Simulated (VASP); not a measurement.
Wanted: the native input for a VASP 6.6.1 run.

```
Task                   : single point
Functional             : PBE
Potentials or basis    : VASP PAW PBE potentials, release 64 (Al, N)
Cutoff                 : 520 eV
k mesh                 : 6 × 6 × 6
Occupations            : gaussian, width 0.01 eV
Spin                   : no spin polarisation
Dipole correction      : no
Further INCAR settings : ALGO = Normal; EDIFF = 1e-06; NBANDS = 11
```

The structure of AlN lies in POSCAR:

```
AlN
1.0
    0.0076169671      2.2016674270      2.2017072290
    2.1681367525     -0.0474019864      2.2566892042
    2.1668937047      2.2556001557     -0.0463614414
Al N
1 1
Direct
   -0.0041264430     -0.0148512098     -0.0020505462
    0.7496691752      0.7324861206      0.7430298444
```

The input as run:

INCAR

```
ALGO = Normal ; EDIFF = 1E-6
ENCUT = 520 ; GGA = PE
ISIF = 2 ; ISMEAR = 0
LASPH = T ; LCHARG = F
LREAL = F ; LWAVE = F
NBANDS = 11 ; NELM = 80
PREC = Accurate ; SIGMA = 0.01
```

KPOINTS

```
k-points
0
Gamma
  6 6 6
```

Potentials or basis: VASP PAW PBE potentials, release 64 (Al, N).

The run is started by

```bash
$ cat potpaw_PBE.64/Al/POTCAR potpaw_PBE.64/N/POTCAR > POTCAR
$ mpirun -np 1 vasp_std > vasp.out
```

Results of the run:

| Item | Value |
| --- | --- |
| Pressure | -5.3 GPa |
| Largest force | 0.117 eV/Å |
| Band gap on the k mesh | 3.03 eV, indirect (least direct gap 3.59 eV) |

It took 6.7 s on 1 thread of Intel(R) Xeon(R) 6975P-C (Granite Rapids) (shared host), peak memory 0.15 GiB.
